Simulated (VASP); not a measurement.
# Se (P6/mmm) in VASP: further runs, part 3 of 3

VASP 6.6.1. Earlier steps stand in the parts before.

## 6. Single point, PBEsol (volume scaled by 1.08)

The input, INCAR:

```
PREC     = Accurate       # precision mode
ENCUT    = 520            # plane-wave cutoff, eV
EDIFF    = 1E-6           # SCF threshold, eV
ISMEAR   = -1             # smearing method
SIGMA    = 0.1            # smearing width, eV
LREAL    = F              # projectors in reciprocal space
LASPH    = T              # aspherical terms in the spheres
NELM     = 60             # most SCF steps
ALGO     = Normal         # electronic algorithm
ISIF     = 2              # what is computed and relaxed
LWAVE    = F              # write WAVECAR
LCHARG   = T              # write CHGCAR
GGA      = PS             # functional
LELF     = T              # ELF
LVHAR    = T            
NBANDS   = 16             # bands
```

The input, KPOINTS:

```
regular mesh
0
Gamma
  9 9 11
```

The input, POSCAR:

```
Se
1.0
    4.7977583287      0.0000000000      0.0000000000
   -2.3988791644      4.1549805939      0.0000000000
    0.0000000000      0.0000000000      3.2146696281
Se
3
Direct
    0.0000000000      0.0000000000      0.0000000000
    0.3333333333      0.6666666667      0.5000000000
    0.6666666667      0.3333333333      0.5000000000
```

Potentials or basis: VASP PAW PBE potentials, release 64 (Se).

Command:

```bash
cat potpaw_PBE.64/Se/POTCAR > POTCAR
mpirun -np 1 vasp_std > vasp.out
```

OUTCAR:

```text
PREC = Accurate
   ENCUT = 520
   EDIFF = 1E-6
   ISMEAR = -1
   LREAL = F
   LASPH = T
   NELM = 60
   ISIF = 2
   GGA = PS

 ion  position               nearest neighbor table
   1  0.000  0.000  0.000-
   2  0.333  0.667  0.500-   3 2.77   3 2.77   3 2.77
   3  0.667  0.333  0.500-   2 2.77   2 2.77   2 2.77

  LATTYP: Found a hexagonal cell.
 ALAT       =     4.7977583287
 C/A-ratio  =     0.6700357558

  Lattice vectors:

 A1 = (   4.7977583287,   0.0000000000,   0.0000000000)
 A2 = (  -2.3988791644,   4.1549805939,   0.0000000000)
 A3 = (   0.0000000000,   0.0000000000,   3.2146696281)

Analysis of symmetry for initial positions (statically):
=====================================================================
 Subroutine PRICEL returns:
 Original cell was already a primitive cell.

 Routine SETGRP: Setting up the symmetry group for a
 hexagonal supercell.

 Subroutine GETGRP returns: Found 24 space group operations
 (whereof 24 operations were pure point group operations)
[... 164 lines left out ...]
  energy without entropy =       -9.94880917  energy(sigma->0) =       -9.98448862

 E-fermi :   4.8156     XC(G=0): -10.4816

 val. band max:        4.7894145588   @ k =   0.4444   0.1111   0.1818
 cond. band min:       4.8169274873   @ k =   0.3333   0.0000   0.0000
 fundamental gap:      0.0275129285
 Fermi energy:         4.8156012514

 k-point     1 :       0.0000    0.0000    0.0000
  band No.  band energies     occupation
      1     -11.0658      2.00000
      2      -6.9599      2.00000
      3      -6.6743      2.00000
      4      -0.0719      2.00000
      5      -0.0719      2.00000
      6       0.7690      2.00000
[... 433 lines left out ...]
      3      -8.4160      2.00000
      4       0.0770      2.00000
      5       1.2528      2.00000
      6       1.2528      2.00000
[... 8 lines left out ...]
     15      13.2705      0.00000
     16      14.4829      0.00000

 [... further k-points ...]

------------------------ aborting loop because EDIFF is reached ----------------------------------------

  FORCE on cell =-STRESS in cart. coord.  units (eV):
  Direction    XX          YY          ZZ          XY          YZ          ZX
  --------------------------------------------------------------------------------------
  -------------------------------------------------------------------------------------
  Total       -2.4250104     -2.4250104     -1.4235704      0.0000000      0.0000000      0.0000000
  in kB      -60.6290087    -60.6290087    -35.5914602      0.0000000      0.0000000      0.0000000
  external PRESSURE =     -52.2831592 kB  Pullay stress =       0.0000000 kB

 VOLUME and BASIS-vectors are now :
 -----------------------------------------------------------------------------
  energy-cutoff  :      520.00
  volume of cell :       64.08
      direct lattice vectors                 reciprocal lattice vectors
     4.797758329  0.000000000  0.000000000     0.208430674  0.120337505  0.000000000
    -2.398879164  4.154980594  0.000000000     0.000000000  0.240675011  0.000000000
     0.000000000  0.000000000  3.214669628     0.000000000  0.000000000  0.311073956

 POSITION                                       TOTAL-FORCE (eV/Angst)
 -----------------------------------------------------------------------------------
      0.00000      0.00000      0.00000        -0.000000      0.000000      0.000000
     -0.00000      2.76999      1.60733        -0.000000      0.000000     -0.000000
      2.39888      1.38499      1.60733         0.000000     -0.000000      0.000000
 -----------------------------------------------------------------------------------
    total drift:                                0.000000      0.000000     -0.000000

  FREE ENERGIE OF THE ION-ELECTRON SYSTEM (eV)
  ---------------------------------------------------
  free  energy   TOTEN  =       -10.0201680820 eV

  energy  without entropy=       -9.9488091651  energy(sigma->0) =       -9.98448862
```

Run time: 49 s. Hardware: 1 thread of Intel Xeon 6975P-C, shared host; peak memory 0.21 GiB.

Results:

| Quantity | Value |
| --- | --- |
| Free energy | -10.0202 eV |
| Pressure | -5.2 GPa |
| Band gap on the k mesh | zero (band 9 reaches 6.83 eV, above the bottom of band 10 at 3.08 eV) |

Stress tensor (GPa, compression positive):
```
-6.06  0.00  0.00
 0.00 -6.06  0.00
 0.00  0.00 -3.56
```

Caveat: the PAW data sets were made with another functional, which shifts forces and pressure a little.

## 7. Overview

| cell | gap on the mesh (eV) | pressure (GPa) |
| --- | --- | --- |
| a = 4.548, b = 4.548, c = 3.047 Å, angles 90.0, 90.0, 120.0°, 3 atoms | none | 8.3 |
| a = 4.613, b = 4.613, c = 3.091 Å, angles 90.0, 90.0, 120.0°, 3 atoms | none | 3.7 |
| a = 4.676, b = 4.676, c = 3.133 Å, angles 90.0, 90.0, 120.0°, 3 atoms | none | 0.1 |
| a = 4.738, b = 4.738, c = 3.174 Å, angles 90.0, 90.0, 120.0°, 3 atoms | none | -2.9 |
| a = 4.798, b = 4.798, c = 3.215 Å, angles 90.0, 90.0, 120.0°, 3 atoms | none | -5.2 |

Alike in all rows: task single point; level PBEsol; potentials or basis VASP PAW PBE potentials, release 64 (Se); no spin polarisation; k mesh 9 × 9 × 11; cutoff (eV) 520; smearing fermi-dirac 0.1 eV.

Caveats: the PAW data sets were made with another functional, which shifts forces and pressure a little.

Total energies depend on the potentials used, so only differences within one code and one set of settings carry meaning.
